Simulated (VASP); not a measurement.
# LiH in VASP: further runs

Aim: see how the results for LiH move with the level of theory and the settings. Levels: r2SCAN, HSE06. Tasks: single point.

Program: VASP 6.6.1. These are calculated values, not measurements. Logs are shortened: lines on timing, memory, paths and dates and some standing lists are left out, and cuts for length are marked.

### 1 The cell of the first run

It takes space group P4/mmm (No. 123, tetragonal). Conventional cell: a = 2.502 Å, b = 2.502 Å, c = 2.472 Å, α = 90.00°, β = 90.00°, γ = 90.00°. Li (site symmetry 4/mmm) has 8 H at 2.16 Å and 6 Li at 2.47 to 2.50 Å within 2.9 Å. H (site symmetry 4/mmm) has 8 Li at 2.16 Å and 6 H at 2.47 to 2.50 Å within 2.9 Å.

### 2 Single point, r2SCAN (uniaxial z strain -1.2%)

The input, POSCAR:

```
LiH
1.0
    2.5016587118      0.0000000000      0.0000000000
    0.0000000000      2.5016587118      0.0000000000
    0.0000000000      0.0000000000      2.4716388072
Li H
1 1
Direct
    0.0000000000      0.0000000000      0.0000000000
    0.5000000000      0.5000000000      0.5000000000
```

The input, INCAR.step1:

```
  PREC = Accurate
  ENCUT = 520
  ISMEAR = 0
  SIGMA = 0.01
  LREAL = False
  LASPH = True
  NELM = 80
  NBANDS = 9
  GGA = PE
  ALGO = Normal
  EDIFF = 1E-4
  LWAVE = True
  LCHARG = False
```

The input, INCAR.step2:

```
  PREC = Accurate
  ENCUT = 520
  EDIFF = 1E-6
  ISMEAR = 0
  SIGMA = 0.01
  LREAL = False
  LASPH = True
  NELM = 80
  ALGO = Normal
  ISIF = 2
  LWAVE = False
  LCHARG = True
  METAGGA = R2SCAN
  LMIXTAU = True
  LELF = True
  LVHAR = True
  NBANDS = 9
  ISTART = 1
```

The input, KPOINTS:

```
Automatic mesh
0
Gamma
  10 10 10
```

Potentials or basis: VASP PAW PBE potentials, release 64 (Li_sv, H).

Command:

```sh
$ cat potpaw_PBE.64/Li_sv/POTCAR potpaw_PBE.64/H/POTCAR > POTCAR
$ cp INCAR.step1 INCAR
$ mpirun -np 1 vasp_std > vasp.out
$ cp INCAR.step2 INCAR
$ mpirun -np 1 vasp_std > vasp.out
```

OUTCAR:

```text
PREC = Accurate
   ENCUT = 520
   EDIFF = 1E-6
   ISMEAR = 0
   LREAL = False
   LASPH = True
   NELM = 80
   ISIF = 2
   METAGGA = R2SCAN
   ISTART = 1

 ion  position               nearest neighbor table
   1  0.000  0.000  0.000-
   2  0.500  0.500  0.500-

  LATTYP: Found a simple tetragonal cell.
 ALAT       =     2.5016587118
 C/A-ratio  =     0.9880000000

  Lattice vectors:

 A1 = (   2.5016587118,   0.0000000000,   0.0000000000)
 A2 = (   0.0000000000,   2.5016587118,   0.0000000000)
 A3 = (   0.0000000000,   0.0000000000,   2.4716388072)

Analysis of symmetry for initial positions (statically):
=====================================================================
 Subroutine PRICEL returns:
 Original cell was already a primitive cell.

 Routine SETGRP: Setting up the symmetry group for a
 simple tetragonal supercell.

 Subroutine GETGRP returns: Found 16 space group operations
 (whereof 16 operations were pure point group operations)
 out of a pool of 16 trial point group operations.

The static configuration has the point symmetry D_4h.

Analysis of symmetry for dynamics (positions and initial velocities):
=====================================================================
 Subroutine PRICEL returns:
 Original cell was already a primitive cell.

 Routine SETGRP: Setting up the symmetry group for a
 simple tetragonal supercell.

 Subroutine GETGRP returns: Found 16 space group operations
 (whereof 16 operations were pure point group operations)
 out of a pool of 16 trial point group operations.

The dynamic configuration has the point symmetry D_4h.

 Subroutine INISYM returns: Found 16 space group operations
 (whereof 16 operations are pure point group operations),
 and found     1 'primitive' translations

----------------------------------------------------------------------------------------

                                     Primitive cell

  volume of cell :      15.4682

  direct lattice vectors                    reciprocal lattice vectors
     2.501658712  0.000000000  0.000000000     0.399734782  0.000000000  0.000000000
     0.000000000  2.501658712  0.000000000     0.000000000  0.399734782  0.000000000
     0.000000000  0.000000000  2.471638807     0.000000000  0.000000000  0.404589860

  length of vectors
     2.501658712  2.501658712  2.471638807     0.399734782  0.399734782  0.404589860

  position of ions in fractional coordinates (direct lattice)
     0.000000000  0.000000000  0.000000000
     0.500000000  0.500000000  0.500000000

  ion indices of the primitive-cell ions
   primitive index   ion index
                 1           1
                 2           2

----------------------------------------------------------------------------------------

 KPOINTS: Automatic mesh

Automatic generation of k-mesh.
 Grid dimensions read from file:
 generate k-points for:   10   10   10

 Generating k-lattice:

  Cartesian coordinates                     Fractional coordinates (reciprocal lattice)
     0.039973478  0.000000000  0.000000000     0.100000000  0.000000000  0.000000000
     0.000000000  0.039973478  0.000000000     0.000000000  0.100000000  0.000000000
     0.000000000  0.000000000  0.040458986     0.000000000  0.000000000  0.100000000

  Length of vectors
     0.039973478  0.039973478  0.040458986

  Shift w.r.t. Gamma in fractional coordinates (k-lattice)
     0.000000000  0.000000000  0.000000000

 Subroutine IBZKPT returns following result:
 ===========================================

 Found    126 irreducible k-points:

 Following reciprocal coordinates:
            Coordinates               Weight
  0.000000  0.000000  0.000000      1.000000
  0.100000  0.000000  0.000000      4.000000
  0.200000  0.000000  0.000000      4.000000
  0.300000  0.000000  0.000000      4.000000
  0.400000  0.000000  0.000000      4.000000
  0.500000  0.000000  0.000000      2.000000
[... 16 lines left out ...]
  0.100000  0.000000  0.100000      8.000000
  0.200000  0.000000  0.100000      8.000000
 [... further k-points ...]
   k-points           NKPTS =    126   k-points in BZ     NKDIM =    126   number of bands    NBANDS=      9
   number of dos      NEDOS =    301   number of ions     NIONS =      2
   total plane-waves  NPLWV =   7200
   dimension x,y,z NGX =    20 NGY =   20 NGZ =   18
   dimension x,y,z NGXF=    40 NGYF=   40 NGZF=   36
   ions per type =               1   1
   NGX,Y,Z   is equivalent  to a cutoff of  13.29, 13.29, 12.11 a.u.
   NGXF,Y,Z  is equivalent  to a cutoff of  26.58, 26.58, 24.21 a.u.
 SYSTEM =  unknown system
   PREC   = accura    normal or accurate (medium, high low for compatibility)
   ISTART =      1    job   : 0-new  1-cont  2-samecut
   ICHARG =      0    charge: 1-file 2-atom 10-const
   ISPIN  =      1    spin polarized calculation?
   LNONCOLLINEAR =      F non collinear calculations
   LSORBIT =      F    spin-orbit coupling
   LASPH  =      T    aspherical Exc in radial PAW
   ENCUT  =  520.0 eV  38.22 Ry    6.18 a.u.   4.65  4.65  4.60*2*pi/ulx,y,z
   NELM   =     80;   NELMIN=  2; NELMDL=  0     # of ELM steps
   EDIFF  = 0.1E-05   stopping-criterion for ELM
   LREAL  =      F    real-space projection
   EDIFFG = 0.1E-04   stopping-criterion for IOM
   NSW    =      0    number of steps for IOM
   IBRION =     -1    ionic relax: 0-MD 1-quasi-New 2-CG
   NFREE  =      0    steps in history (QN), initial steepest desc. (CG)
   ISIF   =      2    stress and relaxation
   ISYM   =      2    0-nonsym 1-usesym 2-fastsym
   POTIM  = 0.5000    time-step for ionic-motion
   TEBEG  =    0.0;   TEEND  =   0.0 temperature during run
   PSTRESS=    0.0 pullay stress
   NELECT =       4.0000    total number of electrons
   NUPDOWN=      -1.0000    fix difference up-down
   EMIN   =  10.00;   EMAX   =-10.00  energy-range for DOS
   EFERMI =   0.00;   METHOD = LEGACY
   ISMEAR =     0;   SIGMA  =   0.01  broadening in eV -4-tet -1-fermi 0-gaus
   EFERMI_NEDOS =   21; number of points for ismear=-14 and -15
   IALGO  =     38    algorithm
   IMIX   =      4    mixing-type and parameters
     AMIX     =   0.40;   BMIX     =  1.00
     AMIX_MAG =   1.60;   BMIX_MAG =  1.00
  volume/ion in A,a.u.               =       7.73        52.19
  Fermi-wavevector in a.u.,A,eV,Ry     =   1.042992  1.970970 14.800867  1.087833
  Thomas-Fermi vector in A             =   2.177682
   LORBIT       =      0    0 simple, 1 ext, 2 COOP (PROOUT), +10 PAW based schemes
   METAGGA = R2SCAN    functional components
   LHFCALC =     F    Hartree Fock is set to
   AEXX    =    0.0000 exact exchange contribution
   IVDW    =     0    specifies the selected vdW correction
   LEPSILON=     F    determine dielectric tensor
   LRPA    =     F    only Hartree local field effects (RPA)
 non-spin polarized calculation
 Gauss-broadening in eV      SIGMA  =   0.01
  energy-cutoff  :      520.00
  volume of cell :       15.47
 maximum number of plane-waves:       437
 NGX is ok and might be reduce to    20
   NGX =  9   NGY =  9   NGZ =  9

 number of electron       4.0000018 magnetization

 Free energy of the ion-electron system (eV)
  ---------------------------------------------------
  ext. energy  EPLUGINS =         0.00000000
  ---------------------------------------------------
  free energy    TOTEN  =        -6.33830160 eV

  energy without entropy =       -6.33830160  energy(sigma->0) =       -6.33830160

 E-fermi :   3.6521     XC(G=0):  -9.0664

 val. band max:        3.5724023367   @ k =   0.5000   0.5000   0.5000
 cond. band min:       4.8315761480   @ k =   0.5000   0.0000   0.0000
 fundamental gap:      1.2591738114
 Fermi energy:         3.6521312860

 k-point     1 :       0.0000    0.0000    0.0000
  band No.  band energies     occupation
      1     -46.2592      2.00000
      2      -5.6279      2.00000
      3      16.5011      0.00000
      4      16.5011      0.00000
      5      17.0598      0.00000
      6      17.7783      0.00000
      7      19.5538      0.00000
      8      19.9296      0.00000
      9      38.0327      0.00000

 k-point     2 :       0.1000    0.0000    0.0000
  band No.  band energies     occupation
      1     -46.2544      2.00000
      2      -5.4734      2.00000
      3      13.6154      0.00000
      4      16.7426      0.00000
      5      17.3013      0.00000
      6      17.8683      0.00000
      7      20.0872      0.00000
      8      22.8066      0.00000
      9      35.9065      0.00000

 k-point     3 :       0.2000    0.0000    0.0000
  band No.  band energies     occupation
      1     -46.2416      2.00000
      2      -5.0322      2.00000
      3      10.2682      0.00000
      4      17.4658      0.00000
      5      17.4888      0.00000
      6      18.0227      0.00000
      7      20.8270      0.00000
      8      27.6637      0.00000
      9      32.2801      0.00000

 k-point     4 :       0.3000    0.0000    0.0000
  band No.  band energies     occupation
      1     -46.2259      2.00000
      2      -4.3810      2.00000
      3       7.5036      0.00000
      4      16.9973      0.00000
      5      18.6544      0.00000
      6      19.2077      0.00000
      7      22.0598      0.00000
      8      28.7978      0.00000
      9      29.3475      0.00000
[... 205 lines left out ...]
 k-point    22 :       0.0000    0.0000    0.1000
  band No.  band energies     occupation
      1     -46.2539      2.00000
      2      -5.4672      2.00000
      3      14.0486      0.00000
      4      16.7488      0.00000
      5      16.7488      0.00000
      6      17.7306      0.00000
      7      19.8091      0.00000
      8      23.3584      0.00000
      9      36.1798      0.00000

 k-point    23 :       0.1000    0.0000    0.1000
  band No.  band energies     occupation
      1     -46.2490      2.00000
      2      -5.3090      2.00000
      3      13.4905      0.00000
      4      14.5459      0.00000
      5      16.9917      0.00000
      6      18.1195      0.00000
      7      22.2698      0.00000
      8      24.1027      0.00000
      9      34.2013      0.00000

 k-point    24 :       0.2000    0.0000    0.1000
  band No.  band energies     occupation
      1     -46.2364      2.00000
      2      -4.8567      2.00000
      3      10.3468      0.00000
      4      14.7776      0.00000
      5      17.7139      0.00000
      6      18.0815      0.00000
      7      23.6853      0.00000
      8      28.0855      0.00000
      9      30.8524      0.00000

 [... further k-points ...]
[... 5 lines left out ...]
  --------------------------------------------------------------------------------------
  -------------------------------------------------------------------------------------
  Total       -0.1163818     -0.1163818      0.1539826      0.0000000      0.0000000      0.0000000
  in kB      -12.0546435    -12.0546435     15.9492805      0.0000000      0.0000000      0.0000000
  external PRESSURE =      -2.7200022 kB  Pullay stress =       0.0000000 kB

 VOLUME and BASIS-vectors are now :
 -----------------------------------------------------------------------------
  energy-cutoff  :      520.00
  volume of cell :       15.47
      direct lattice vectors                 reciprocal lattice vectors
     2.501658712  0.000000000  0.000000000     0.399734782  0.000000000  0.000000000
     0.000000000  2.501658712  0.000000000     0.000000000  0.399734782  0.000000000
     0.000000000  0.000000000  2.471638807     0.000000000  0.000000000  0.404589860

 POSITION                                       TOTAL-FORCE (eV/Angst)
 -----------------------------------------------------------------------------------
      0.00000      0.00000      0.00000         0.000000      0.000000      0.000000
      1.25083      1.25083      1.23582         0.000000      0.000000      0.000000
 -----------------------------------------------------------------------------------
    total drift:                               -0.000000      0.000000      0.000000

  FREE ENERGIE OF THE ION-ELECTRON SYSTEM (eV)
  ---------------------------------------------------
  free  energy   TOTEN  =        -6.3383016016 eV

  energy  without entropy=       -6.3383016016  energy(sigma->0) =       -6.33830160
```

It took 32 s on 1 thread of Intel Xeon Platinum 8488C (Sapphire Rapids), shared host; peak memory 0.12 GiB.

Results:

| Quantity | Value |
| --- | --- |
| Free energy | -6.3383 eV |
| Band gap on the k mesh | 1.26 eV, indirect (least direct gap 4.86 eV) |

Caveat: the cell differs from its parent crystal (uniaxial z strain -1.2%); the cutoff is under 1.25 times the usual one of these potentials, so pressure, stress and relaxed cells hold a basis-set (Pulay) error; the PAW data sets were made with another functional, which shifts forces and pressure a little. A k mesh can miss the band edges.

### 3 Single point, r2SCAN (epitaxial xy strain +1.8%)

The input, POSCAR:

```
LiH
1.0
    2.5469387345      0.0000000000      0.0000000000
    0.0000000000      2.5469387345      0.0000000000
    0.0000000000      0.0000000000      2.5208252878
Li H
1 1
Direct
    0.0000000000      0.0000000000      0.0000000000
    0.5000000000      0.5000000000      0.5000000000
```

The input, INCAR.step1:

```
SYSTEM = LiH
ALGO     = Normal         ! electronic algorithm
EDIFF    = 1E-4           ! SCF threshold, eV
ENCUT    = 520            ! plane-wave cutoff, eV
GGA      = PE             ! functional
ISMEAR   = 0              ! smearing method
LASPH    = .True.         ! aspherical terms in the spheres
LCHARG   = .False.        ! write CHGCAR
LREAL    = .False.        ! projectors in reciprocal space
LWAVE    = .True.         ! write WAVECAR
NBANDS   = 9              ! bands
NELM     = 60             ! most SCF steps
PREC     = Accurate       ! precision mode
SIGMA    = 0.01           ! smearing width, eV
```

The input, INCAR.step2:

```
SYSTEM = LiH
ALGO     = Normal         ! electronic algorithm
EDIFF    = 1E-6           ! SCF threshold, eV
ENCUT    = 520            ! plane-wave cutoff, eV
ISIF     = 2              ! what is computed and relaxed
ISMEAR   = 0              ! smearing method
ISTART   = 1            
LASPH    = .True.         ! aspherical terms in the spheres
LCHARG   = .True.         ! write CHGCAR
LELF     = .True.         ! ELF
LMIXTAU  = .True.       
LREAL    = .False.        ! projectors in reciprocal space
LVHAR    = .True.       
LWAVE    = .False.        ! write WAVECAR
METAGGA  = R2SCAN         ! meta-GGA
NBANDS   = 9              ! bands
NELM     = 60             ! most SCF steps
PREC     = Accurate       ! precision mode
SIGMA    = 0.01           ! smearing width, eV
```

The input, KPOINTS:

```
k-points
0
Gamma
  10 10 10
  0 0 0
```

Potentials or basis: VASP PAW PBE potentials, release 64 (Li_sv, H).

Command:

```sh
$ cat potpaw_PBE.64/Li_sv/POTCAR potpaw_PBE.64/H/POTCAR > POTCAR
$ cp INCAR.step1 INCAR
$ mpirun -np 1 vasp_std > vasp.out
$ cp INCAR.step2 INCAR
$ mpirun -np 1 vasp_std > vasp.out
```

It took 30 s on 1 thread of Intel Xeon Platinum 8488C (Sapphire Rapids), shared host; peak memory 0.13 GiB.

The run converged. Its results:

```yaml
Free_energy: -6.3349 eV
Band_gap_on_the_k_mesh: 1.26 eV, indirect (least direct gap 4.81 eV)
```

Levels at points of the mesh, in eV from the valence-band top:
| k point | band 1 | band 2 | band 3 | band 4 | band 5 | band 6 | band 7 |
| --- | --- | --- | --- | --- | --- | --- | --- |
| (0.00, 0.00, 0.00) | -49.71 | -8.83 | 12.63 | 12.63 | 13.08 | 13.54 | 15.64 |
| (0.50, 0.00, 0.00) | -49.66 | -6.61 | 1.26 | 12.43 | 17.39 | 17.82 | 19.99 |
| (0.50, 0.50, 0.00) | -49.63 | -2.81 | 2.04 | 2.04 | 10.10 | 21.37 | 21.74 |
| (0.00, 0.00, 0.50) | -49.66 | -6.52 | 1.38 | 12.27 | 17.53 | 17.53 | 20.08 |
| (0.50, 0.00, 0.50) | -49.62 | -2.71 | 2.10 | 2.17 | 10.20 | 21.11 | 21.39 |
| (0.50, 0.50, 0.50) | -49.59 | 0.00 | 7.34 | 7.45 | 7.45 | 8.98 | 8.98 |

Caveat: the cell differs from its parent crystal (epitaxial xy strain +1.8%); the cutoff is under 1.25 times the usual one of these potentials, so pressure, stress and relaxed cells hold a basis-set (Pulay) error; the PAW data sets were made with another functional, which shifts forces and pressure a little. A k mesh can miss the band edges.

(Part 1 of 2 ends here.)
